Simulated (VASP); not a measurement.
Here is a VASP 6.6.1 calculation.

File INCAR:

```
SYSTEM = HfO2
PREC     = Accurate       ! precision mode
ENCUT    = 520            ! plane-wave cutoff, eV
EDIFF    = 1E-6           ! SCF threshold, eV
ISMEAR   = 0              ! smearing method
SIGMA    = 0.05           ! smearing width, eV
LREAL    = .False.        ! projectors in reciprocal space
LASPH    = .True.         ! aspherical terms in the spheres
NELM     = 80             ! most SCF steps
ALGO     = Normal         ! electronic algorithm
ISIF     = 2              ! what is computed and relaxed
LWAVE    = .False.        ! write WAVECAR
LCHARG   = .True.         ! write CHGCAR
GGA      = PE             ! functional
LELF     = .True.         ! ELF
LVHAR    = .True.       
NBANDS   = 18             ! bands
```

The input KPOINTS:

```
regular mesh
0
Gamma
  8 8 8
  0 0 0
```

Contents of POSCAR:

```
HfO2
1.0
    0.0000000000      2.5615497894      2.5615497894
    2.5488057606      0.0127440288      2.5488057606
    2.5488057606      2.5488057606      0.0127440288
Hf O
1 2
Direct
    0.0000000000      0.0000000000      0.0000000000
    0.2500000000      0.2500000000      0.2500000000
    0.7500000000      0.7500000000      0.7500000000
```

Potentials or basis: VASP PAW PBE potentials, release 64 (Hf_pv, O).

Launch:

```console
$ cat potpaw_PBE.64/Hf_pv/POTCAR potpaw_PBE.64/O/POTCAR > POTCAR
$ mpirun -np 1 vasp_std > vasp.out
```

Question: What does it give for the largest force?

Answer: 0.061 eV/Å.

Question: What does it give for the pressure?

Answer: -3.6 GPa.

Question: What does it give for the band gap on the k mesh?

Answer: 3.76 eV, direct.

Stress tensor (GPa, compression positive):
```
-3.60  0.00  0.00
 0.00 -3.60 -0.84
 0.00 -0.84 -3.60
```

Caveat: the cell differs from its parent crystal (strain +0.0100 x Voigt [0, 0, 0, 1, 0, 0]); spin-orbit coupling is left out, which moves the levels of the heavy elements. A k mesh can miss the band edges.
